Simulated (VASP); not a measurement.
Write the native input for VASP 6.6.1 that does the following.

```yaml
Task: single point
Functional: PBE
Potentials_or_basis: VASP PAW PBE potentials, release 64 (Te, Mo_sv)
Cutoff: 520 eV
k_mesh: 8 × 8 × 2
Occupations: fermi-dirac, width 0.1 eV
Spin: no spin polarisation
Dipole_correction: no
Further_INCAR_settings: ALGO = Normal; EDIFF = 1e-07; NBANDS = 35
```

The structure of Te2Mo lies in POSCAR:

```
Te2Mo
1.0
    3.5415000168      0.0000000000      0.0000000000
   -1.7707500084      3.0670294092      0.0000000000
    0.0000000000      0.0000000000     14.0661430943
Te Mo
4 2
Direct
    0.3333333333      0.6666666667      0.6210000000
    0.6666666667      0.3333333333      0.1210000000
    0.3333333333      0.6666666667      0.8790000000
    0.6666666667      0.3333333333      0.3790000000
    0.3333333333      0.6666666667      0.2500000000
    0.6666666667      0.3333333333      0.7500000000
```

The input as run:

INCAR

```
SYSTEM = Te2Mo
  ALGO = Normal
  EDIFF = 1E-7
  ENCUT = 520
  GGA = PE
  ISIF = 2
  ISMEAR = -1
  LASPH = .True.
  LCHARG = .True.
  LELF = .True.
  LREAL = .False.
  LVHAR = .True.
  LWAVE = .False.
  NBANDS = 35
  NELM = 60
  PREC = Accurate
  SIGMA = 0.1
```

KPOINTS

```
k-points
0
Gamma
  8 8 2
  0 0 0
```

Potentials or basis: VASP PAW PBE potentials, release 64 (Te, Mo_sv).

Run with:

```bash
$ cat potpaw_PBE.64/Te/POTCAR potpaw_PBE.64/Mo_sv/POTCAR > POTCAR
$ mpirun -np 1 vasp_std > vasp.out
```

Results of the run:

```
Pressure               : 0.9 GPa
Largest force          : 0.079 eV/Å
Band gap on the k mesh : 0.80 eV (least direct gap 1.18 eV)
```

Caveat: spin-orbit coupling is left out, which moves the levels of the heavy elements; this functional lacks dispersion, which binds the layers, so the pressure and a relaxed spacing across them are unreliable.

Run time: 3.4 min on 1 thread of AMD EPYC 7R43 64-Core Processor (Zen 3), on a shared host, peak memory 0.28 GiB.
